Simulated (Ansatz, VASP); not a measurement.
Two plane-wave programs on Pt

```
CELL_PARAMETERS angstrom
0.00000 1.98367 1.98367
1.98367 0.00000 1.98367
1.98367 1.98367 0.00000
ATOMIC_POSITIONS crystal
Pt 0.00000 0.00000 0.00000
```

Alike in both runs: task relaxation of cell and atoms; functional PBE; k mesh 18 × 18 × 18; occupations gaussian, width 0.1 eV; no spin polarisation.

|  | VASP | Ansatz |
| --- | --- | --- |
| version | VASP 6.6.1 | Ansatz 0.2.0 |
| potentials or method | VASP PAW PBE potentials, release 64 (Pt), cutoff 600 eV | scalar-relativistic, plane waves, PAW |
| valence electrons in the cell | 10 | 18 |

|  | VASP | Ansatz | Ansatz less VASP |
| --- | --- | --- | --- |
| gap on the k mesh at the Fermi level, each at its own relaxed structure (eV) | none | none | - |
| relaxed volume (Å³/atom) | 15.62 | 15.64 | +0.025 |
| relaxed length of the cell vector where the two differ most in proportion (Å) | 2.806 | 2.807 | +0.0015 |

A gap of «none» marks a metal or a gap that the smearing closes. VASP's potentials hold 10 valence electrons a cell and Ansatz's 18, so a difference there can come from the potentials and not from the codes.

Spin-orbit coupling is off throughout.
